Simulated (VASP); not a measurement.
# Cu (Fd-3m) in VASP: notebook

The runs below take Cu through single point, with LDA.

Everything below comes from runs of VASP 6.6.1. Logs are shortened: lines on timing, memory, paths and dates and some standing lists are left out, and cuts for length are marked.

## Step 1: The cell of the first run

Symmetry: Fd-3m, No. 227, cubic system. Conventional cell: a = 5.149 Å, b = 5.149 Å, c = 5.149 Å, α = 90.00°, β = 90.00°, γ = 90.00°. Within 2.9 Å of Cu (site symmetry -43m) lie 4 Cu at 2.23 Å.

## Step 2: Single point, LDA

Input file INCAR:

```
PREC     = Accurate       # precision mode
ENCUT    = 520            # plane-wave cutoff, eV
EDIFF    = 1E-6           # SCF threshold, eV
ISMEAR   = -1             # smearing method
SIGMA    = 0.1            # smearing width, eV
LREAL    = False          # projectors in reciprocal space
LASPH    = True           # aspherical terms in the spheres
NELM     = 100            # most SCF steps
ALGO     = Normal         # electronic algorithm
ISIF     = 2              # what is computed and relaxed
LWAVE    = False          # write WAVECAR
LCHARG   = True           # write CHGCAR
GGA      = CA             # functional
LELF     = True           # ELF
LVHAR    = True         
NBANDS   = 18             # bands
```

Input file KPOINTS:

```
regular mesh
0
Gamma
  11 11 11
```

Input file POSCAR:

```
Cu
1.0
    0.0000000000      2.5744468145      2.5744468145
    2.5744468145      0.0000000000      2.5744468145
    2.5744468145      2.5744468145      0.0000000000
Cu
2
Direct
    0.1250000000      0.1250000000      0.1250000000
    0.8750000000      0.8750000000      0.8750000000
```

Potentials or basis: VASP PAW LDA potentials, release 64 (Cu).

On the command line:

```console
> cat potpaw_LDA.64/Cu/POTCAR > POTCAR
> mpirun -np 1 vasp_std > vasp.out
```

OUTCAR:

```text
PREC = Accurate
   ENCUT = 520
   EDIFF = 1E-6
   ISMEAR = -1
   LREAL = False
   LASPH = True
   NELM = 100
   ISIF = 2
   GGA = CA

 ion  position               nearest neighbor table
   1  0.125  0.125  0.125-   2 2.23   2 2.23   2 2.23   2 2.23
   2  0.875  0.875  0.875-   1 2.23   1 2.23   1 2.23   1 2.23

  LATTYP: Found a face centered cubic cell.
 ALAT       =     5.1488936290

  Lattice vectors:

 A1 = (   0.0000000000,   2.5744468145,   2.5744468145)
 A2 = (   2.5744468145,   0.0000000000,   2.5744468145)
 A3 = (   2.5744468145,   2.5744468145,   0.0000000000)

Analysis of symmetry for initial positions (statically):
=====================================================================
 Subroutine PRICEL returns:
 Original cell was already a primitive cell.

 Routine SETGRP: Setting up the symmetry group for a
 face centered cubic supercell.

 Subroutine GETGRP returns: Found 48 space group operations
 (whereof 12 operations were pure point group operations)
 out of a pool of 48 trial point group operations.

The static configuration has the point symmetry D_3d.
 The point group associated with its full space group is O_h .

Analysis of symmetry for dynamics (positions and initial velocities):
=====================================================================
 Subroutine PRICEL returns:
 Original cell was already a primitive cell.

 Routine SETGRP: Setting up the symmetry group for a
 face centered cubic supercell.

 Subroutine GETGRP returns: Found 48 space group operations
 (whereof 12 operations were pure point group operations)
 out of a pool of 48 trial point group operations.

The dynamic configuration has the point symmetry D_3d.
 The point group associated with its full space group is O_h .

 Subroutine INISYM returns: Found 48 space group operations
 (whereof 12 operations are pure point group operations),
 and found     1 'primitive' translations

----------------------------------------------------------------------------------------

                                     Primitive cell

  volume of cell :      34.1257

  direct lattice vectors                    reciprocal lattice vectors
     0.000000000  2.574446814  2.574446814    -0.194216481  0.194216481  0.194216481
     2.574446814  0.000000000  2.574446814     0.194216481 -0.194216481  0.194216481
     2.574446814  2.574446814  0.000000000     0.194216481  0.194216481 -0.194216481

  length of vectors
     3.640817601  3.640817601  3.640817601     0.336392812  0.336392812  0.336392812

  position of ions in fractional coordinates (direct lattice)
     0.125000000  0.125000000  0.125000000
     0.875000000  0.875000000  0.875000000

  ion indices of the primitive-cell ions
   primitive index   ion index
                 1           1
                 2           2

----------------------------------------------------------------------------------------

 KPOINTS: regular mesh

Automatic generation of k-mesh.
 Grid dimensions read from file:
 generate k-points for:   11   11   11

 Generating k-lattice:

  Cartesian coordinates                     Fractional coordinates (reciprocal lattice)
    -0.017656044  0.017656044  0.017656044     0.090909091  0.000000000  0.000000000
     0.017656044 -0.017656044  0.017656044     0.000000000  0.090909091  0.000000000
     0.017656044  0.017656044 -0.017656044     0.000000000  0.000000000  0.090909091

  Length of vectors
     0.030581165  0.030581165  0.030581165

  Shift w.r.t. Gamma in fractional coordinates (k-lattice)
     0.000000000  0.000000000  0.000000000

 Subroutine IBZKPT returns following result:
 ===========================================

 Found     56 irreducible k-points:

 Following reciprocal coordinates:
            Coordinates               Weight
  0.000000  0.000000  0.000000      1.000000
  0.090909  0.000000  0.000000      8.000000
  0.181818  0.000000  0.000000      8.000000
  0.272727  0.000000  0.000000      8.000000
  0.363636  0.000000  0.000000      8.000000
  0.454545  0.000000  0.000000      8.000000
[... 16 lines left out ...]
 -0.272727  0.181818  0.000000     24.000000
 -0.181818  0.181818  0.000000     12.000000
 [... further k-points ...]
   k-points           NKPTS =     56   k-points in BZ     NKDIM =     56   number of bands    NBANDS=     18
   number of dos      NEDOS =    301   number of ions     NIONS =      2
   total plane-waves  NPLWV =  21952
   dimension x,y,z NGX =    28 NGY =   28 NGZ =   28
   dimension x,y,z NGXF=    56 NGYF=   56 NGZF=   56
   ions per type =               2
   NGX,Y,Z   is equivalent  to a cutoff of  12.79, 12.79, 12.79 a.u.
   NGXF,Y,Z  is equivalent  to a cutoff of  25.57, 25.57, 25.57 a.u.
 SYSTEM =  unknown system
   PREC   = accura    normal or accurate (medium, high low for compatibility)
   ISTART =      0    job   : 0-new  1-cont  2-samecut
   ICHARG =      2    charge: 1-file 2-atom 10-const
   ISPIN  =      1    spin polarized calculation?
   LNONCOLLINEAR =      F non collinear calculations
   LSORBIT =      F    spin-orbit coupling
   LASPH  =      T    aspherical Exc in radial PAW
   ENCUT  =  520.0 eV  38.22 Ry    6.18 a.u.   6.77  6.77  6.77*2*pi/ulx,y,z
   NELM   =    100;   NELMIN=  2; NELMDL= -5     # of ELM steps
   EDIFF  = 0.1E-05   stopping-criterion for ELM
   LREAL  =      F    real-space projection
   EDIFFG = 0.1E-04   stopping-criterion for IOM
   NSW    =      0    number of steps for IOM
   IBRION =     -1    ionic relax: 0-MD 1-quasi-New 2-CG
   NFREE  =      0    steps in history (QN), initial steepest desc. (CG)
   ISIF   =      2    stress and relaxation
   ISYM   =      2    0-nonsym 1-usesym 2-fastsym
   POTIM  = 0.5000    time-step for ionic-motion
   TEBEG  =    0.0;   TEEND  =   0.0 temperature during run
   PSTRESS=    0.0 pullay stress
   NELECT =      22.0000    total number of electrons
   NUPDOWN=      -1.0000    fix difference up-down
   EMIN   =  10.00;   EMAX   =-10.00  energy-range for DOS
   EFERMI =   0.00;   METHOD = LEGACY
   ISMEAR =    -1;   SIGMA  =   0.10  broadening in eV -4-tet -1-fermi 0-gaus
   EFERMI_NEDOS =   21; number of points for ismear=-14 and -15
   IALGO  =     38    algorithm
   IMIX   =      4    mixing-type and parameters
     AMIX     =   0.40;   BMIX     =  1.00
     AMIX_MAG =   1.60;   BMIX_MAG =  1.00
  volume/ion in A,a.u.               =      17.06       115.15
  Fermi-wavevector in a.u.,A,eV,Ry     =   1.414236  2.672518 27.212505  2.000063
  Thomas-Fermi vector in A             =   2.535799
   LORBIT       =      0    0 simple, 1 ext, 2 COOP (PROOUT), +10 PAW based schemes
   GGA     = CA    functional components
   LHFCALC =     F    Hartree Fock is set to
   AEXX    =    0.0000 exact exchange contribution
   IVDW    =     0    specifies the selected vdW correction
   LEPSILON=     F    determine dielectric tensor
   LRPA    =     F    only Hartree local field effects (RPA)
 non-spin polarized calculation
  energy-cutoff  :      520.00
  volume of cell :       34.13
 maximum number of plane-waves:       941
   NGX = 13   NGY = 13   NGZ = 13

 number of electron      21.9999975 magnetization

 Free energy of the ion-electron system (eV)
  ---------------------------------------------------
  ext. energy  EPLUGINS =         0.00000000
  ---------------------------------------------------
  free energy    TOTEN  =        -6.98105940 eV

  energy without entropy =       -6.95589111  energy(sigma->0) =       -6.96847526

 E-fermi :   3.4368     XC(G=0): -10.8098

 val. band max:        3.4321185038   @ k =  -0.3636   0.3636   0.0909
 cond. band min:       3.4620040960   @ k =  -0.3636   0.3636   0.0000
 fundamental gap:      0.0298855922
 Fermi energy:         3.4367794207

 k-point     1 :       0.0000    0.0000    0.0000
  band No.  band energies     occupation
      1      -3.4520      2.00000
      2       0.0579      2.00000
      3       0.0579      2.00000
      4       0.0579      2.00000
      5       0.0735      2.00000
      6       0.0735      2.00000
[... 10 lines left out ...]
     17      14.7876      0.00000
     18      17.2679      0.00000

 k-point     2 :       0.0909    0.0000    0.0000
  band No.  band energies     occupation
      1      -3.3108      2.00000
      2      -0.0302      2.00000
      3      -0.0302      2.00000
      4       0.0622      2.00000
      5       0.1864      2.00000
      6       0.1864      2.00000
[... 10 lines left out ...]
     17      15.5670      0.00000
     18      17.5371      0.00000

 k-point     3 :       0.1818    0.0000    0.0000
  band No.  band energies     occupation
      1      -2.8967      2.00000
      2      -0.0810      2.00000
      3      -0.0810      2.00000
      4       0.0790      2.00000
      5       0.2922      2.00000
      6       0.2922      2.00000
[... 10 lines left out ...]
     17      16.3198      0.00000
     18      17.4697      0.00000

 k-point     4 :       0.2727    0.0000    0.0000
  band No.  band energies     occupation
      1      -2.2482      2.00000
      2      -0.0804      2.00000
      3      -0.0804      2.00000
      4       0.1141      2.00000
      5       0.3338      2.00000
      6       0.3338      2.00000
[... 375 lines left out ...]
      4       0.1391      2.00000
      5       0.2498      2.00000
      6       0.5476      2.00000
[... 10 lines left out ...]
     17      17.6014      0.00000
     18      20.2605      0.00000

 k-point    23 :      -0.2727    0.1818    0.0000
  band No.  band energies     occupation
      1      -1.3306      2.00000
      2      -0.1594      2.00000
      3      -0.0179      2.00000
      4       0.1250      2.00000
      5       0.2260      2.00000
      6       0.5836      2.00000
[... 10 lines left out ...]
     17      17.4696      0.00000
     18      18.8324      0.00000

 k-point    24 :      -0.1818    0.1818    0.0000
  band No.  band energies     occupation
      1      -2.0300      2.00000
      2      -0.1885      2.00000
      3       0.0451      2.00000
      4       0.0458      2.00000
      5       0.2667      2.00000
      6       0.5238      2.00000
[... 10 lines left out ...]
     17      17.3825      0.00000
     18      17.5609      0.00000

 [... further k-points ...]
[... 5 lines left out ...]
  --------------------------------------------------------------------------------------
  -------------------------------------------------------------------------------------
  Total        0.0528763      0.0528763      0.0528763     -0.0000000      0.0000000     -0.0000000
  in kB        2.4825032      2.4825032      2.4825032     -0.0000000      0.0000000     -0.0000000
  external PRESSURE =       2.4825032 kB  Pullay stress =       0.0000000 kB

 VOLUME and BASIS-vectors are now :
 -----------------------------------------------------------------------------
  energy-cutoff  :      520.00
  volume of cell :       34.13
      direct lattice vectors                 reciprocal lattice vectors
     0.000000000  2.574446814  2.574446814    -0.194216481  0.194216481  0.194216481
     2.574446814  0.000000000  2.574446814     0.194216481 -0.194216481  0.194216481
     2.574446814  2.574446814  0.000000000     0.194216481  0.194216481 -0.194216481

 POSITION                                       TOTAL-FORCE (eV/Angst)
 -----------------------------------------------------------------------------------
      0.64361      0.64361      0.64361         0.000000      0.000000     -0.000000
      4.50528      4.50528      4.50528        -0.000000     -0.000000      0.000000
 -----------------------------------------------------------------------------------
    total drift:                                0.000000      0.000000     -0.000000

  FREE ENERGIE OF THE ION-ELECTRON SYSTEM (eV)
  ---------------------------------------------------
  free  energy   TOTEN  =        -6.9810594012 eV

  energy  without entropy=       -6.9558911117  energy(sigma->0) =       -6.96847526
```

Run time: 24 s. Hardware: 1 thread of Intel Xeon Platinum 8488C (Sapphire Rapids), shared host; peak memory 0.15 GiB.

Results:

```
Free energy            : -6.9811 eV
Pressure               : 0.2 GPa
Band gap on the k mesh : zero (band 11 reaches 3.87 eV, above the bottom of band 12 at 3.12 eV)
```

Levels at points of the mesh, in eV from the Fermi level:
| k point | band 9 | band 10 | band 11 | band 12 | band 13 | band 14 |
| --- | --- | --- | --- | --- | --- | --- |
| (0.00, 0.00, 0.00) | -2.11 | -1.31 | -1.31 | 10.54 | 10.54 | 10.54 |

## Step 3: Single point, LDA (volume scaled by 0.88)

Input file INCAR:

```
ALGO = Normal ; EDIFF = 1E-6
ENCUT = 520 ; ISIF = 2
ISMEAR = -1 ; LASPH = True
LCHARG = False ; LREAL = False
LWAVE = False ; NBANDS = 18
NELM = 100 ; PREC = Accurate
SIGMA = 0.1
```

Input file KPOINTS:

```
k-points
0
Gamma
  12 12 12
```

Input file POSCAR:

```
Cu
1.0
    0.0000000000      2.4670511176      2.4670511176
    2.4670511176      0.0000000000      2.4670511176
    2.4670511176      2.4670511176      0.0000000000
Cu
2
Direct
    0.1250000000      0.1250000000      0.1250000000
    0.8750000000      0.8750000000      0.8750000000
```

Potentials or basis: VASP PAW LDA potentials, release 64 (Cu).

On the command line:

```console
> cat potpaw_LDA.64/Cu/POTCAR > POTCAR
> mpirun -np 1 vasp_std > vasp.out
```

It took 25 s on 1 thread of Intel Xeon Platinum 8488C (Sapphire Rapids), shared host; peak memory 0.16 GiB.

Results (log left out):

| Property | Result |
| --- | --- |
| Free energy | -6.8123 eV |
| Pressure | 14.1 GPa |
| Band gap on the k mesh | zero (band 11 reaches 5.51 eV, above the bottom of band 12 at 4.38 eV) |

Levels at points of the mesh, in eV from the Fermi level:
```tsv
k point	band 9	band 10	band 11	band 12	band 13	band 14
(0.00, 0.00, 0.00)	-2.39	-1.41	-1.41	11.58	11.58	11.58
(0.50, 0.00, 0.00)	-2.05	-1.56	-1.56	-0.30	8.23	8.23
(0.50, 0.50, 0.00)	-1.43	-1.43	0.31	0.31	3.99	3.99
```
